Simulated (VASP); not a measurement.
Write the native input for VASP 6.6.1 that does the following.

| Property | Result |
| --- | --- |
| Task | single point |
| Functional | LDA |
| Potentials or basis | VASP PAW LDA potentials, release 64 (C) |
| Cutoff | 520 eV |
| k mesh | 12 × 12 × 12 |
| Occupations | gaussian, width 0.05 eV |
| Spin | no spin polarisation |
| Dipole correction | no |
| Further INCAR settings | ALGO = Normal; EDIFF = 1e-07; NBANDS = 11 |

The structure of C lies in POSCAR:

```
C
1.0
    1.1973256878      0.6912763082      3.1796602974
   -1.1973256878      0.6912763082      3.1796602974
    0.0000000000     -1.3825526163      3.1796602974
C
2
Direct
    0.1640000000      0.1640000000      0.1640000000
    0.8360000000      0.8360000000      0.8360000000
```

This cell differs from its parent crystal: strain -0.025 along x and y, -0.050 along z.

The input as run:

INCAR

```
  PREC = Accurate
  ENCUT = 520
  EDIFF = 1E-7
  ISMEAR = 0
  SIGMA = 0.05
  LREAL = False
  LASPH = True
  NELM = 100
  ALGO = Normal
  ISIF = 2
  LWAVE = False
  LCHARG = False
  NBANDS = 11
```

KPOINTS

```
Automatic mesh
0
Gamma
  12 12 12
```

Potentials or basis: VASP PAW LDA potentials, release 64 (C).

Command:

```console
$ cat potpaw_LDA.64/C/POTCAR > POTCAR
$ mpirun -np 1 vasp_std > vasp.out
```

It gave:

The pressure is 21.7 GPa. The largest force is 0.808 eV/Å and the band gap on the k mesh is 0.99 eV, direct.

Caveat: the cell differs from its parent crystal (strain -0.025 along x and y, -0.050 along z).

Run time: 28 s on 1 thread of Intel Xeon 6975P-C, on a shared host, peak memory 0.15 GiB.
